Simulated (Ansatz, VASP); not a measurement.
## AlNi3: VASP beside Ansatz

```
Al Ni
1.0
     0.00000    2.80189    2.80189
     2.80189    0.00000    2.80189
     2.80189    2.80189    0.00000
Al Ni
1 3
Cartesian
  2.8019 2.8019 2.8019
  1.4009 1.4009 1.4009
  0.0000 0.0000 0.0000
  4.2028 4.2028 4.2028
```

Alike in both runs: task relaxation of cell and atoms; functional PBE; k mesh 14 × 14 × 14; occupations gaussian, width 0.1 eV; no spin polarisation.

|  | VASP | Ansatz |
| --- | --- | --- |
| version | VASP 6.6.1 | Ansatz 0.2.0 |
| potentials or method | VASP PAW PBE potentials, release 64 (Al, Ni), cutoff 600 eV | scalar-relativistic, plane waves, PAW |
| valence electrons in the cell | 33 | 57 |

```tsv
	VASP	Ansatz	Ansatz less VASP
gap on the k mesh at the Fermi level, each at its own relaxed structure (eV)	none	none	-
relaxed volume (Å³/atom)	11.40	11.41	+0.005
relaxed cell length with the largest relative difference (Å)	4.010	4.011	+0.0006
```

A gap of «none» marks a metal or a gap that the smearing closes. VASP's potentials hold 33 valence electrons a cell and Ansatz's 57, so a difference there can come from the potentials and not from the codes.
